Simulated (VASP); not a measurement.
A run of VASP 6.6.1 is set up as follows.

File INCAR:

```
PREC = Accurate ; ENCUT = 500
EDIFF = 1E-6 ; ISMEAR = 0
SIGMA = 0.1 ; LREAL = False
LASPH = True ; NELM = 120
ALGO = Normal ; ISIF = 2
LWAVE = False ; LCHARG = False
GGA = PE ; NBANDS = 15
ISYM = 0 ; GGA_COMPAT = False
```

The input KPOINTS:

```
Automatic mesh
0
Gamma
  6 3 2
```

The input POSCAR:

```
HfB2
1.0
    3.1326790839      0.0000000000      0.0000000000
   -1.5663395419      2.7129796685      0.0000000000
    0.0000000000      0.0000000000      3.4792139900
Hf B
1 2
Direct
    0.0000000000      0.0000000000      0.0000000000
    0.3333333333      0.6666666667      0.5000000000
    0.6666666667      0.3333333333      0.5000000000
```

Potentials or basis: VASP PAW PBE potentials, release 64 (Hf_pv, B).

The run is started by

```console
$ cat potpaw_PBE.64/Hf_pv/POTCAR potpaw_PBE.64/B/POTCAR > POTCAR
$ mpirun -np 1 vasp_std > vasp.out
```

**Question.** Estimate the pressure.

**Answer.** 2.3 GPa.

**Question.** Estimate the band gap on the k mesh.

**Answer.** Zero (band 8 reaches 8.06 eV, above the bottom of band 9 at 7.40 eV).

**Question.** Estimate the largest force.

**Answer.** 0.142 eV/Å.

Forces in eV/Å, atoms in the order of the input:
```
Hf   0.000  0.000  0.000
B   -0.123 -0.071  0.000
B    0.123  0.071  0.000
```

Caveat: the k points lie up to 0.90 Å⁻¹ apart; spin-orbit coupling is left out, which moves the levels of the heavy elements.
